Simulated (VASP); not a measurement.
# HfO2: relaxation of the atoms with PBE

The system is HfO2.

```
CELL_PARAMETERS angstrom
3.60430 0.00000 0.00000
0.00000 3.60430 0.00000
0.00000 0.00000 5.26397
ATOMIC_POSITIONS crystal
Hf 0.41984 0.54843 0.52559
Hf 0.99847 0.17176 0.91586
O 0.97655 0.44240 0.68566
O 0.61138 0.99577 0.81908
O 0.50352 0.01106 0.29979
O 0.99022 0.33058 0.25401
```

```yaml
Program: VASP 6.6.1
Task: relaxation of the atoms
Functional: PBE
Potentials_or_basis: VASP PAW PBE potentials, release 64 (Hf_pv, O)
Cutoff: 520 eV
k_mesh: 6 × 6 × 4
Occupations: gaussian, width 0.05 eV
Spin: no spin polarisation
Dipole_correction: no
Further_INCAR_settings: ALGO = Normal; EDIFF = 1e-06; IBRION = 2; EDIFFG = -0.01; NSW = 100
```

| Property | Result |
| --- | --- |
| Pressure after relaxing | -2.6 GPa |
| Largest force after relaxing | 0.009 eV/Å |
| Band gap on the k mesh | 4.68 eV (least direct gap 4.75 eV) |

Forces in eV/Å, atoms in the order of the input:
```
Hf  -0.003 -0.004  0.006
Hf   0.005 -0.002 -0.007
O   -0.001 -0.002 -0.005
O    0.001  0.001  0.005
O    0.002  0.001  0.000
O   -0.004  0.005  0.001
```

Stress tensor (GPa, compression positive):
```
-2.69  0.00  0.03
 0.00 -2.88 -0.01
 0.03 -0.01 -2.22
```

Final structure:
```
Hf O
1.0
     3.60430    0.00000    0.00000
     0.00000    3.60430    0.00000
     0.00000    0.00000    5.26397
Hf O
2 4
Cartesian
  1.8256 1.8071 2.6323
  0.0222 0.0041 5.2637
  0.0175 1.7948 3.6409
  1.8191 3.5963 4.2551
  1.7620 0.0033 1.6250
  3.5643 1.8051 1.0070
```

Levels at points of the mesh, in eV from the valence-band top:
```tsv
k point	band 20	band 21	band 22	band 23	band 24	band 25
(0.00, 0.00, 0.00)	-0.13	-0.07	-0.07	4.68	4.69	5.86
(0.50, 0.00, 0.00)	-1.37	-0.14	-0.14	5.04	5.04	6.02
(0.00, 0.50, 0.00)	-1.36	-0.14	-0.14	5.01	5.01	6.04
(0.50, 0.50, 0.00)	-0.72	-0.68	-0.67	5.76	5.76	6.01
(0.00, 0.00, 0.50)	-0.72	0.00	0.00	5.27	5.29	5.62
(0.50, 0.00, 0.50)	-1.38	-0.86	-0.86	5.14	5.14	5.56
(0.00, 0.50, 0.50)	-1.38	-0.88	-0.88	5.11	5.11	5.60
(0.50, 0.50, 0.50)	-1.47	-0.13	-0.13	5.80	5.80	6.29
```

Wall time 15 min on 4 MPI ranks on Intel(R) Xeon(R) Platinum 8259CL CPU @ 2.50GHz (Skylake/Cascade Lake), on a shared host, peak memory 0.27 GiB a rank.

Caveat: spin-orbit coupling is left out, which moves the levels of the heavy elements. A k mesh can miss the band edges.
